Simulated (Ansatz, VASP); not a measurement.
# Two plane-wave programs on Sn

The input INCAR:

```
PREC = Accurate
ENCUT = 520
EDIFF = 1E-7
ISMEAR = 1
SIGMA = 0.3
LREAL = F
LASPH = T
NELM = 100
ALGO = Normal
ISIF = 2
LWAVE = F
LCHARG = F
GGA = CA
NBANDS = 21
```

The input KPOINTS:

```
Automatic mesh
0
Gamma
  9 9 9
```

POSCAR

```
Sn
1.0
    0.0000000000      3.2380799619      3.2380799619
    3.2380799619      0.0000000000      3.2380799619
    3.2380799619      3.2380799619      0.0000000000
Sn
2
Direct
    0.5000000000      0.5000000000      0.5000000000
    0.7500000000      0.7500000000      0.7500000000
```

Input for Ansatz:

```yaml
crystal:
  lattice:
    - [0.0, 3.2380799619, 3.2380799619]
    - [3.2380799619, 0.0, 3.2380799619]
    - [3.2380799619, 3.2380799619, 0.0]
  atoms:
    - { symbol: Sn, position: [0.5, 0.5, 0.5] }
    - { symbol: Sn, position: [0.75, 0.75, 0.75] }
hamiltonian:
  xc: lda
  pseudopotentials:
    kind: paw
    azcp:
      Sn: "pseudopotentials/Sn.paw.azcp"
basis:
  ecutwfc: 420
  fft_grid_basis: typed
kpoints:
  mp_grid: { grid: [9, 9, 9], shift: [0, 0, 0] }
magnetization:
  spin_polarized: false
scf:
  occupations: { method: methfessel_paxton, width: 0.3 }
  lower_state_search: "off"
output:
  stress: true
```

Alike in both runs: task single point; functional LDA; k mesh 9 × 9 × 9; occupations methfessel-paxton of order 1, width 0.3 eV; no spin polarisation.

|  | VASP | Ansatz |
| --- | --- | --- |
| version | VASP 6.6.1 | Ansatz 0.2.0 |
| potentials or method | VASP PAW LDA potentials, release 64 (Sn_d), cutoff 520 eV | plane waves (420 eV) with PAW, scalar-relativistic |
| valence electrons in the cell | 28 | 28 |

|  | VASP | Ansatz | Ansatz less VASP |
| --- | --- | --- | --- |
| pressure (GPa) | 0.0 | 0.0 | +0.01 |

Ansatz warns that its potentials were made for another functional, while VASP's fit it. LDA's correlation is that of Perdew and Zunger in VASP and of Perdew and Wang (1992) in Ansatz.
